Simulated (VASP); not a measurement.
A run of VASP 6.6.1 is set up as follows.

INCAR

```
SYSTEM = InSe
PREC = Accurate
ENCUT = 600
EDIFF = 1E-6
ISMEAR = 0
SIGMA = 0.1
LREAL = .FALSE.
LASPH = .TRUE.
NELM = 80
ALGO = Normal
ISIF = 3
LWAVE = .FALSE.
LCHARG = .FALSE.
GGA = PE
IBRION = 2
NSW = 90
EDIFFG = -0.04
```

KPOINTS

```
Automatic mesh
0
G
  6 6 6
  0 0 0
```

The input POSCAR:

```
InSe
1.0
    3.6833805735      0.0000000000      0.0000000000
    0.0000000000      3.6833805735      0.0000000000
    0.0000000000      0.0000000000      3.6833805735
In Se
1 1
Direct
    0.0000000000      0.0000000000      0.0000000000
    0.5000000000      0.5000000000      0.5000000000
```

Potentials or basis: VASP PAW PBE potentials, release 64 (In_d, Se).

Run with:

```sh
$ cat potpaw_PBE.64/In_d/POTCAR potpaw_PBE.64/Se/POTCAR > POTCAR
$ mpirun -np 1 vasp_std > vasp.out
```

Problem. What does it give for the space group after relaxing (to 0.1 Å)?

Solution. Pm-3m (No. 221).

Problem. Predict the relaxed volume.

Solution. 23.95 Å³/atom.

The path:
```csv
step,energy change (eV),largest force (eV/Å),pressure (GPa),volume (Å³)
1,0.0000,0.0000,-1.86,49.97
2,-0.0118,0.0000,0.11,47.91
```
